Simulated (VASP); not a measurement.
# Sb (P6_3/mmc) in VASP: further runs

The runs below take Sb through electric field gradients, with PBE.

Everything below comes from runs of VASP 6.6.1. Logs are shortened: lines on timing, memory, paths and dates and some standing lists are left out, and cuts for length are marked.

### Step 1. The cell of the first run

Symmetry: P6_3/mmc, No. 194, hexagonal system. Conventional cell: a = 3.413 Å, b = 3.413 Å, c = 5.400 Å, α = 90.00°, β = 90.00°, γ = 120.00°. Sb (site symmetry -6m2) has 12 Sb at 3.34 to 3.41 Å within 4.4 Å.

### Step 2. Electric field gradients, PBE (volume scaled by 1.04)

INCAR

```
SYSTEM = Sb
ALGO     = Normal         ! electronic algorithm
EDIFF    = 1E-8           ! SCF threshold, eV
ENCUT    = 520            ! plane-wave cutoff, eV
GGA      = PE             ! functional
ISIF     = 2              ! what is computed and relaxed
ISMEAR   = -1             ! smearing method
LASPH    = .True.         ! aspherical terms in the spheres
LCHARG   = .False.        ! write CHGCAR
LEFG     = .True.       
LREAL    = .False.        ! projectors in reciprocal space
LWAVE    = .False.        ! write WAVECAR
NBANDS   = 12             ! bands
NELM     = 80             ! most SCF steps
PREC     = Accurate       ! precision mode
SIGMA    = 0.05           ! smearing width, eV
```

KPOINTS

```
k-points
0
Gamma
  12 12 7
  0 0 0
```

POSCAR

```
Sb
1.0
    3.4133342133      0.0000000000      0.0000000000
   -1.7066671067      2.9560341404      0.0000000000
    0.0000000000      0.0000000000      5.4001396224
Sb
2
Direct
    0.3333333333      0.6666666667      0.2500000000
    0.6666666667      0.3333333333      0.7500000000
```

Potentials or basis: VASP PAW PBE potentials, release 64 (Sb).

Started as:

```bash
$ cat potpaw_PBE.64/Sb/POTCAR > POTCAR
$ mpirun -np 1 vasp_std > vasp.out
```

OUTCAR:

```text
SYSTEM = Sb
   EDIFF = 1E-8
   ENCUT = 520
   GGA = PE
   ISIF = 2
   ISMEAR = -1
   LASPH = .True.
   LREAL = .False.
   NELM = 80
   PREC = Accurate

 ion  position               nearest neighbor table
   1  0.333  0.667  0.250-   2 3.34   2 3.34   2 3.34   2 3.34   2 3.34   2 3.34
   2  0.667  0.333  0.750-   1 3.34   1 3.34   1 3.34   1 3.34   1 3.34   1 3.34

  LATTYP: Found a hexagonal cell.
 ALAT       =     3.4133342133
 C/A-ratio  =     1.5820717471

  Lattice vectors:

 A1 = (   3.4133342133,   0.0000000000,   0.0000000000)
 A2 = (  -1.7066671067,   2.9560341404,   0.0000000000)
 A3 = (   0.0000000000,   0.0000000000,   5.4001396224)

Analysis of symmetry for initial positions (statically):
=====================================================================
 Subroutine PRICEL returns:
 Original cell was already a primitive cell.

 Routine SETGRP: Setting up the symmetry group for a
 hexagonal supercell.

 Subroutine GETGRP returns: Found 24 space group operations
 (whereof 12 operations were pure point group operations)
 out of a pool of 24 trial point group operations.

The static configuration has the point symmetry D_3d.
 The point group associated with its full space group is D_6h.

Analysis of symmetry for dynamics (positions and initial velocities):
=====================================================================
 Subroutine PRICEL returns:
 Original cell was already a primitive cell.

 Routine SETGRP: Setting up the symmetry group for a
 hexagonal supercell.

 Subroutine GETGRP returns: Found 24 space group operations
 (whereof 12 operations were pure point group operations)
 out of a pool of 24 trial point group operations.

The dynamic configuration has the point symmetry D_3d.
 The point group associated with its full space group is D_6h.

 Subroutine INISYM returns: Found 24 space group operations
 (whereof 12 operations are pure point group operations),
 and found     1 'primitive' translations

----------------------------------------------------------------------------------------

                                     Primitive cell

  volume of cell :      54.4870

[... 137 lines left out ...]

 val. band max:        8.3817395833   @ k =   0.1667   0.0000   0.0000
 cond. band min:       8.4067167787   @ k =   0.3333   0.2500   0.0000
 fundamental gap:      0.0249771954
 Fermi energy:         8.4065089359

 k-point     1 :       0.0000    0.0000    0.0000
  band No.  band energies     occupation
      1      -4.4649      2.00000
      2      -0.4736      2.00000
      3       2.6844      2.00000
      4      11.5448      0.00000
      5      11.5448      0.00000
      6      13.2600      0.00000
      7      13.2600      0.00000
      8      14.1154      0.00000
      9      15.6118      0.00000
     10      17.1442      0.00000
     11      18.1078      0.00000
     12      18.1078      0.00000
[... 331 lines left out ...]
 k-point    24 :       0.3333    0.0000    0.1429
  band No.  band energies     occupation
      1      -2.5329      2.00000
      2       0.4225      2.00000
      3       4.3153      2.00000
      4       5.6828      2.00000
      5       7.3596      2.00000
      6       9.1031      0.00000
      7      10.8471      0.00000
      8      12.0936      0.00000
      9      13.3226      0.00000
     10      15.4919      0.00000
     11      17.2649      0.00000
     12      18.0900      0.00000

 [... further k-points ...]

------------------------ aborting loop because EDIFF is reached ----------------------------------------

  FORCE on cell =-STRESS in cart. coord.  units (eV):
  Direction    XX          YY          ZZ          XY          YZ          ZX
  --------------------------------------------------------------------------------------
  -------------------------------------------------------------------------------------
  Total        0.1959969      0.1959969     -0.1639176     -0.0000000      0.0000000     -0.0000000
  in kB        5.7632391      5.7632391     -4.8199548     -0.0000000      0.0000000     -0.0000000
  external PRESSURE =       2.2355078 kB  Pullay stress =       0.0000000 kB

 VOLUME and BASIS-vectors are now :
 -----------------------------------------------------------------------------
  energy-cutoff  :      520.00
  volume of cell :       54.49
      direct lattice vectors                 reciprocal lattice vectors
     3.413334213  0.000000000  0.000000000     0.292968674  0.169145543  0.000000000
    -1.706667107  2.956034140  0.000000000     0.000000000  0.338291086  0.000000000
     0.000000000  0.000000000  5.400139622     0.000000000  0.000000000  0.185180397

 POSITION                                       TOTAL-FORCE (eV/Angst)
 -----------------------------------------------------------------------------------
     -0.00000      1.97069      1.35003         0.000000      0.000000      0.000000
      1.70667      0.98534      4.05010        -0.000000     -0.000000      0.000000
 -----------------------------------------------------------------------------------
    total drift:                               -0.000000      0.000000      0.000000

  FREE ENERGIE OF THE ION-ELECTRON SYSTEM (eV)
  ---------------------------------------------------
  free  energy   TOTEN  =        -7.7288028381 eV

  energy  without entropy=       -7.7185653797  energy(sigma->0) =       -7.72368411

 Electric field gradients (V/A^2)
---------------------------------------------------------------------
 ion       V_xx      V_yy      V_zz      V_xy      V_xz      V_yz
---------------------------------------------------------------------
   1     -11.205   -11.205    22.411     0.000     0.000    -0.000
   2     -11.205   -11.205    22.411     0.000    -0.000     0.000
---------------------------------------------------------------------

 Electric field gradients after diagonalization (V/A^2)
 (convention: |V_zz| > |V_xx| > |V_yy|)
----------------------------------------------------------------------
 ion       V_xx      V_yy      V_zz     asymmetry (V_yy - V_xx)/ V_zz
----------------------------------------------------------------------
   1     -11.206   -11.205    22.411       0.000
   2     -11.206   -11.205    22.411       0.000
----------------------------------------------------------------------

           NMR quadrupolar parameters

 Cq : quadrupolar parameter    Cq=e*Q*V_zz/h
 eta: asymmetry parameters     (V_yy - V_xx)/ V_zz
 Q  : nuclear electric quadrupole moment in mb (millibarn)
----------------------------------------------------------------------
 ion       Cq(MHz)       eta       Q (mb)
----------------------------------------------------------------------
   1       0.054       0.000       1.000
   2       0.054       0.000       1.000
----------------------------------------------------------------------
```

Wall time 32 s (1 thread of Intel Xeon 6975P-C, shared host); peak memory 0.2 GiB.

What came out:

| Quantity | Value |
| --- | --- |
| Free energy | -7.7288 eV |
| Pressure | 0.2 GPa |
| Band gap on the k mesh | zero (band 5 reaches 12.20 eV, above the bottom of band 6 at 5.58 eV) |

Levels at points of the mesh, in eV from the Fermi level:
```csv
k point,band 3,band 4,band 5,band 6,band 7,band 8
"(0.00, 0.00, 0.00)",-5.72,3.14,3.14,4.85,4.85,5.71
"(0.50, 0.00, 0.00)",-4.19,-2.83,-2.31,-0.16,0.10,3.58
```

Electric field gradients, principal values (V/Å²):
```csv
atom,least,middle,greatest (by size)
1 Sb,-11.205,-11.206,22.411
2 Sb,-11.205,-11.206,22.411
```

Caveat: without QUAD_EFG the Cq values of the log hold for a quadrupole moment of 1 mb, not for the nuclei; spin-orbit coupling is left out, which moves the levels of the heavy elements.

### Step 3. Electric field gradients, PBE (volume scaled by 1.06)

INCAR

```
SYSTEM = Sb
PREC = Accurate
ENCUT = 520
EDIFF = 1E-8
ISMEAR = -1
SIGMA = 0.05
LREAL = .FALSE.
LASPH = .TRUE.
NELM = 80
ALGO = Normal
ISIF = 2
LWAVE = .FALSE.
LCHARG = .FALSE.
GGA = PE
LEFG = .TRUE.
NBANDS = 12
```

KPOINTS

```
regular mesh
0
G
  12 12 7
  0 0 0
```

POSCAR

```
Sb
1.0
    3.4350757818      0.0000000000      0.0000000000
   -1.7175378909      2.9748628909      0.0000000000
    0.0000000000      0.0000000000      5.4345363435
Sb
2
Direct
    0.3333333333      0.6666666667      0.2500000000
    0.6666666667      0.3333333333      0.7500000000
```

Potentials or basis: VASP PAW PBE potentials, release 64 (Sb).

Started as:

```bash
$ cat potpaw_PBE.64/Sb/POTCAR > POTCAR
$ mpirun -np 1 vasp_std > vasp.out
```

OUTCAR:

```text
SYSTEM = Sb
   PREC = Accurate
   ENCUT = 520
   EDIFF = 1E-8
   ISMEAR = -1
   LREAL = .FALSE.
   LASPH = .TRUE.
   NELM = 80
   ISIF = 2
   GGA = PE

 ion  position               nearest neighbor table
   1  0.333  0.667  0.250-   2 3.36   2 3.36   2 3.36   2 3.36   2 3.36   2 3.36
   2  0.667  0.333  0.750-   1 3.36   1 3.36   1 3.36   1 3.36   1 3.36   1 3.36

  LATTYP: Found a hexagonal cell.
 ALAT       =     3.4350757818
 C/A-ratio  =     1.5820717471

  Lattice vectors:

 A1 = (   3.4350757818,   0.0000000000,   0.0000000000)
 A2 = (  -1.7175378909,   2.9748628909,   0.0000000000)
[... 577 lines left out ...]
  free  energy   TOTEN  =        -7.7264759087 eV

  energy  without entropy=       -7.7161594585  energy(sigma->0) =       -7.72131768

 Electric field gradients (V/A^2)
---------------------------------------------------------------------
 ion       V_xx      V_yy      V_zz      V_xy      V_xz      V_yz
---------------------------------------------------------------------
   1     -11.469   -11.469    22.937     0.000     0.000    -0.000
   2     -11.469   -11.469    22.937     0.000    -0.000     0.000
---------------------------------------------------------------------

 Electric field gradients after diagonalization (V/A^2)
 (convention: |V_zz| > |V_xx| > |V_yy|)
----------------------------------------------------------------------
 ion       V_xx      V_yy      V_zz     asymmetry (V_yy - V_xx)/ V_zz
----------------------------------------------------------------------
   1     -11.469   -11.469    22.937       0.000
   2     -11.469   -11.469    22.937       0.000
----------------------------------------------------------------------

           NMR quadrupolar parameters

 Cq : quadrupolar parameter    Cq=e*Q*V_zz/h
 eta: asymmetry parameters     (V_yy - V_xx)/ V_zz
 Q  : nuclear electric quadrupole moment in mb (millibarn)
----------------------------------------------------------------------
 ion       Cq(MHz)       eta       Q (mb)
----------------------------------------------------------------------
   1       0.055       0.000       1.000
   2       0.055       0.000       1.000
----------------------------------------------------------------------
```

stdout:

```text
POSCAR found type information on POSCAR Sb
 POSCAR found :  1 types and       2 ions
 scaLAPACK will be used
 LDA part: xc-table for (Slater+PW92), standard interpolation
 POSCAR, INCAR and KPOINTS ok, starting setup
 FFT: planning ... GRIDC
 FFT: planning ... GRID_SOFT
 FFT: planning ... GRID
 WAVECAR not read
 entering main loop
ion   1

ion   2
```

Wall time 32 s (1 thread of Intel Xeon 6975P-C, shared host); peak memory 0.2 GiB.

Results:

* Free energy: -7.7265 eV
* Pressure: -0.9 GPa
* Band gap on the k mesh: zero (band 5 reaches 11.86 eV, above the bottom of band 6 at 5.41 eV)

Electric field gradients, principal values (V/Å²):
| atom | least | middle | greatest (by size) |
| --- | --- | --- | --- |
| 1 Sb | -11.469 | -11.469 | 22.937 |
| 2 Sb | -11.469 | -11.469 | 22.937 |

Caveat: without QUAD_EFG the Cq values of the log hold for a quadrupole moment of 1 mb, not for the nuclei; spin-orbit coupling is left out, which moves the levels of the heavy elements.

### Step 4. Electric field gradients, PBE (zz strain of +1 %)

INCAR

```
SYSTEM = Sb
  ALGO = Normal
  EDIFF = 1E-8
  ENCUT = 520
  GGA = PE
  ISIF = 2
  ISMEAR = -1
  LASPH = .True.
  LCHARG = .False.
  LEFG = .True.
  LREAL = .False.
  LWAVE = .False.
  NBANDS = 12
  NELM = 100
  PREC = Accurate
  SIGMA = 0.05
```

KPOINTS

```
k-points
0
Gamma
  12 12 7
  0 0 0
```

POSCAR

```
Sb
1.0
    3.3690001795      0.0000000000      0.0000000000
   -1.6845000898      2.9176397408      0.0000000000
    0.0000000000      0.0000000000      5.3833000000
Sb
2
Direct
    0.3333333333      0.6666666667      0.2500000000
    0.6666666667      0.3333333333      0.7500000000
```

Potentials or basis: VASP PAW PBE potentials, release 64 (Sb).

Started as:

```bash
$ cat potpaw_PBE.64/Sb/POTCAR > POTCAR
$ mpirun -np 1 vasp_std > vasp.out
```

OUTCAR:

```text
SYSTEM = Sb
   EDIFF = 1E-8
   ENCUT = 520
   GGA = PE
   ISIF = 2
   ISMEAR = -1
   LASPH = .True.
   LREAL = .False.
   NELM = 100
   PREC = Accurate

 ion  position               nearest neighbor table
   1  0.333  0.667  0.250-   2 3.32   2 3.32   2 3.32   2 3.32   2 3.32   2 3.32
   2  0.667  0.333  0.750-   1 3.32   1 3.32   1 3.32   1 3.32   1 3.32   1 3.32

  LATTYP: Found a hexagonal cell.
 ALAT       =     3.3690001795
 C/A-ratio  =     1.5978924646

  Lattice vectors:

 A1 = (   3.3690001795,   0.0000000000,   0.0000000000)
 A2 = (  -1.6845000898,   2.9176397408,   0.0000000000)
[... 575 lines left out ...]
  free  energy   TOTEN  =        -7.7148237541 eV

  energy  without entropy=       -7.7033527853  energy(sigma->0) =       -7.70908827

 Electric field gradients (V/A^2)
---------------------------------------------------------------------
 ion       V_xx      V_yy      V_zz      V_xy      V_xz      V_yz
---------------------------------------------------------------------
   1     -10.875   -10.874    21.749     0.000     0.000    -0.000
   2     -10.875   -10.874    21.749     0.000    -0.000     0.000
---------------------------------------------------------------------

 Electric field gradients after diagonalization (V/A^2)
 (convention: |V_zz| > |V_xx| > |V_yy|)
----------------------------------------------------------------------
 ion       V_xx      V_yy      V_zz     asymmetry (V_yy - V_xx)/ V_zz
----------------------------------------------------------------------
   1     -10.875   -10.874    21.749       0.000
   2     -10.875   -10.874    21.749       0.000
----------------------------------------------------------------------

           NMR quadrupolar parameters

 Cq : quadrupolar parameter    Cq=e*Q*V_zz/h
 eta: asymmetry parameters     (V_yy - V_xx)/ V_zz
 Q  : nuclear electric quadrupole moment in mb (millibarn)
----------------------------------------------------------------------
 ion       Cq(MHz)       eta       Q (mb)
----------------------------------------------------------------------
   1       0.053       0.000       1.000
   2       0.053       0.000       1.000
----------------------------------------------------------------------
```

Run time: 77 s. Hardware: 1 thread of Intel Xeon 6975P-C, shared host; peak memory 0.2 GiB.

Results:

| Property | Result |
| --- | --- |
| Free energy | -7.7148 eV |
| Pressure | 2.2 GPa |
| Band gap on the k mesh | zero (band 5 reaches 12.83 eV, above the bottom of band 6 at 5.84 eV) |

Electric field gradients, principal values (V/Å²):
| atom | least | middle | greatest (by size) |
| --- | --- | --- | --- |
| 1 Sb | -10.874 | -10.875 | 21.749 |
| 2 Sb | -10.874 | -10.875 | 21.749 |

Caveat: the cell differs from its parent crystal (zz strain of +1 %); without QUAD_EFG the Cq values of the log hold for a quadrupole moment of 1 mb, not for the nuclei; spin-orbit coupling is left out, which moves the levels of the heavy elements.

### Step 5. Overview

| cell | gap on the mesh (eV) | pressure (GPa) |
| --- | --- | --- |
| a = 3.413, b = 3.413, c = 5.400 Å, angles 90.0, 90.0, 120.0°, 2 atoms | none | 0.2 |
| a = 3.435, b = 3.435, c = 5.435 Å, angles 90.0, 90.0, 120.0°, 2 atoms | none | -0.9 |
| a = 3.369, b = 3.369, c = 5.383 Å, angles 90.0, 90.0, 120.0°, 2 atoms | none | 2.2 |

Alike in all rows: task electric field gradients; level PBE; potentials or basis VASP PAW PBE potentials, release 64 (Sb); no spin polarisation; k mesh 12 × 12 × 7; cutoff (eV) 520; smearing fermi-dirac 0.05 eV.

Caveats: spin-orbit coupling is left out, which moves the levels of the heavy elements.

Total energies depend on the potentials used, so only differences within one code and one set of settings carry meaning.
